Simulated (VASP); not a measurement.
CoSi2: single point with PBE

The system is CoSi2.

```
Co Si
1.0
     0.00000    2.68018    2.68018
     2.68018    0.00000    2.68018
     2.68018    2.68018    0.00000
Co Si
1 2
Direct
  0.00000 0.00000 0.00000
  0.26530 0.23470 0.23470
  0.73470 0.76530 0.76530
```

This cell differs from its parent crystal: atoms displaced along a vibrational mode.

```
Program             : VASP 6.6.1
Task                : single point
Functional          : PBE
Potentials or basis : VASP PAW PBE potentials, release 64 (Co, Si)
Cutoff              : 520 eV
k mesh              : 12 × 12 × 12
Occupations         : gaussian, width 0.15 eV
Spin                : no spin polarisation
```

The pressure is 0.9 GPa, the largest force is 0.935 eV/Å and the band gap on the k mesh is zero (an odd number of electrons rules out a gap without spin polarisation).

Forces on the atoms (eV/Å):
```
Co   0.000  0.000  0.000
Si   0.935  0.000  0.000
Si  -0.935  0.000  0.000
```

Stress tensor (GPa, compression positive):
```
1.81 0.00 0.00
0.00 0.40 5.99
0.00 5.99 0.40
```

Levels at points of the mesh, in eV from the Fermi level:
```tsv
k point	band 6	band 7	band 8	band 9	band 10	band 11	band 12	band 13
(0.00, 0.00, 0.00)	-1.88	0.71	2.95	3.30	3.36	3.46	3.47	3.59
(0.50, 0.00, 0.00)	-1.73	-1.62	-1.02	-0.27	2.82	3.21	3.72	4.33
(0.00, 0.50, 0.00)	-1.66	-1.51	-0.70	0.08	2.47	3.08	3.57	4.28
(0.50, 0.50, 0.00)	-2.23	-1.96	-1.72	-1.32	1.55	2.87	8.55	9.60
(0.00, 0.50, 0.50)	-2.09	-1.90	-1.82	-1.35	1.53	2.92	8.59	9.43
```

Wall time 89 s on 1 thread of Intel(R) Xeon(R) Platinum 8488C (Sapphire Rapids), on a shared host, peak memory 0.29 GiB.

Caveat: the cell differs from its parent crystal (atoms displaced along a vibrational mode); an odd number of electrons without spin polarisation forces a metal; a magnetic or distorted state may lie lower. Spin polarisation is off, so any magnetic state and its effect on volume and gap are missing.
